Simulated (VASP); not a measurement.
A run of VASP 6.6.1:

INCAR

```
PREC     = Accurate       # precision mode
ENCUT    = 520            # plane-wave cutoff, eV
EDIFF    = 1E-7           # SCF threshold, eV
ISMEAR   = 0              # smearing method
SIGMA    = 0.1            # smearing width, eV
LREAL    = False          # projectors in reciprocal space
LASPH    = True           # aspherical terms in the spheres
NELM     = 80             # most SCF steps
ALGO     = Normal         # electronic algorithm
ISIF     = 2              # what is computed and relaxed
LWAVE    = False          # write WAVECAR
LCHARG   = False          # write CHGCAR
LDIPOL   = True         
IDIPOL   = 3            
DIPOL    = 0.5 0.5 0.503
GGA      = PE             # functional
NBANDS   = 42             # bands
```

The input KPOINTS:

```
Automatic mesh
0
Gamma
  17 17 1
```

File POSCAR:

```
Au
1.0
    2.8927738400      0.0000000000      0.0000000000
    0.0000000000      2.8927738400      0.0000000000
    0.0000000000      0.0000000000     27.2275001454
Au
6
Direct
    0.5000000000      0.5000000000      0.3121843707
    0.0000000000      0.0000000000      0.3873106266
    0.5000000000      0.5000000000      0.4624368721
    0.0000000000      0.0000000000      0.5404309428
    0.5000000000      0.5000000000      0.6182720556
    0.0000000000      0.0000000000      0.6952478591
```

Potentials or basis: VASP PAW PBE potentials, release 64 (Au).

Run with:

```bash
$ cat potpaw_PBE.64/Au/POTCAR > POTCAR
$ mpirun -np 1 vasp_std > vasp.out
```

Hardware: 1 thread of Oxide Virtual Turin-like Processor, on a shared host.

Estimate the wall time of this run.

It took 45 min on 1 thread of Oxide Virtual Turin-like Processor, on a shared host, peak memory 0.49 GiB. Counts: scf iterations 38, k points 45.
